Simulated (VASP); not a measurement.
A run of VASP 6.6.1 is set up as follows.

INCAR

```
SYSTEM = BaS
ALGO = Normal ; EDIFF = 1E-8
ENCUT = 520 ; GGA = PS
ISIF = 2 ; ISMEAR = -1
LASPH = .True. ; LCHARG = .False.
LEFG = .True. ; LREAL = .False.
LWAVE = .False. ; NBANDS = 15
NELM = 60 ; PREC = Accurate
SIGMA = 0.02
```

The input KPOINTS:

```
k-points
0
Gamma
  8 8 8
  0 0 0
```

The input POSCAR:

```
BaS
1.0
    0.0958125000      3.2416562500      3.2416562500
    3.2416562500      0.0958125000      3.2416562500
    3.2416562500      3.2416562500      0.0958125000
Ba S
1 1
Direct
    0.0000000000      0.0000000000      0.0000000000
    0.5000000000      0.5000000000      0.5000000000
```

Potentials or basis: VASP PAW PBE potentials, release 64 (Ba_sv, S).

The run is started by

```console
$ cat potpaw_PBE.64/Ba_sv/POTCAR potpaw_PBE.64/S/POTCAR > POTCAR
$ mpirun -np 1 vasp_std > vasp.out
```

Question: What does it give for the band gap on the k mesh?

Answer: 1.93 eV, indirect (least direct gap 2.07 eV).

Question: What does it give for the pressure?

Answer: -0.6 GPa.

Stress tensor (GPa, compression positive):
```
-0.55 -0.61 -0.61
-0.61 -0.55 -0.61
-0.61 -0.61 -0.55
```

Caveat: the cell differs from its parent crystal (equal xy, yz and zx shear strains of +3 %); without QUAD_EFG the Cq values of the log hold for a quadrupole moment of 1 mb, not for the nuclei; the PAW data sets were made with another functional, which shifts forces and pressure a little; spin-orbit coupling is left out, which moves the levels of the heavy elements. A k mesh can miss the band edges.
